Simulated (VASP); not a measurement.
A run of VASP 6.6.1:

The input INCAR:

```
  ALGO = Normal
  EDIFF = 1E-6
  ENCUT = 520
  GGA = PE
  ISIF = 2
  ISMEAR = -1
  LASPH = True
  LCHARG = False
  LREAL = False
  LWAVE = False
  NBANDS = 20
  NELM = 80
  PREC = Accurate
  SIGMA = 0.06122561905347299
```

File KPOINTS:

```
k-points
0
Gamma
  21 21 21
```

The input POSCAR:

```
MnO2
1.0
    0.0000000000      2.3402932454      2.3402932454
    2.3402932454      0.0000000000      2.3402932454
    2.3402932454      2.3402932454      0.0000000000
Mn O
1 2
Direct
    0.0000000000      0.0000000000      0.0000000000
    0.2500000000      0.2500000000      0.2500000000
    0.7500000000      0.7500000000      0.7500000000
```

Potentials or basis: VASP PAW PBE potentials, release 64 (Mn_pv, O).

Run with:

```console
$ cat potpaw_PBE.64/Mn_pv/POTCAR potpaw_PBE.64/O/POTCAR > POTCAR
$ mpirun -np 1 vasp_std > vasp.out
```

Hardware: 1 thread of AMD EPYC 9R45 96-Core Processor (Zen 5) (shared host).

**Question.** How long does it take, and how much memory?

**Answer.** Wall time 110 s on 1 thread of AMD EPYC 9R45 96-Core Processor (Zen 5) (shared host), peak memory 0.23 GiB. Counts: scf iterations 16, k points 286.
